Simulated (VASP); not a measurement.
Write the native input for VASP 6.6.1 that does the following.

- Task: single point
- Functional: PBE
- Potentials or basis: VASP PAW PBE potentials, release 64 (Al, N)
- Cutoff: 520 eV
- k mesh: 10 × 10 × 10
- Occupations: gaussian, width 0.05 eV
- Spin: no spin polarisation
- Dipole correction: no
- Further INCAR settings: ALGO = Normal; EDIFF = 1e-07; NBANDS = 11

The structure of AlN lies in POSCAR:

```
AlN
1.0
    0.0000000000      2.0345180000      2.0040002300
    2.0345180000      0.0000000000      2.0040002300
    2.0345180000      2.0345180000      0.0000000000
Al N
1 1
Direct
    0.5000000000      0.5000000000      0.5000000000
    0.0000000000      0.0000000000      0.0000000000
```

This cell differs from its parent crystal: strain +0.000 along x and y, -0.015 along z.

These files were run (other wordings do the same):

INCAR

```
SYSTEM = AlN
ALGO     = Normal         ! electronic algorithm
EDIFF    = 1E-7           ! SCF threshold, eV
ENCUT    = 520            ! plane-wave cutoff, eV
GGA      = PE             ! functional
ISIF     = 2              ! what is computed and relaxed
ISMEAR   = 0              ! smearing method
LASPH    = .TRUE.         ! aspherical terms in the spheres
LCHARG   = .FALSE.        ! write CHGCAR
LREAL    = .FALSE.        ! projectors in reciprocal space
LWAVE    = .FALSE.        ! write WAVECAR
NBANDS   = 11             ! bands
NELM     = 100            ! most SCF steps
PREC     = Accurate       ! precision mode
SIGMA    = 0.05           ! smearing width, eV
```

KPOINTS

```
k-points
0
G
  10 10 10
  0 0 0
```

Potentials or basis: VASP PAW PBE potentials, release 64 (Al, N).

Launch:

```bash
$ cat potpaw_PBE.64/Al/POTCAR potpaw_PBE.64/N/POTCAR > POTCAR
$ mpirun -np 1 vasp_std > vasp.out
```

It gave:

```yaml
Pressure: 4.0 GPa
Band_gap_on_the_k_mesh: 4.44 eV, indirect (least direct gap 5.58 eV)
```

Caveat: the cell differs from its parent crystal (strain +0.000 along x and y, -0.015 along z).

Run time: 6.8 s on 1 thread of Intel(R) Xeon(R) 6975P-C (Granite Rapids), with other jobs on the host, peak memory 0.14 GiB.
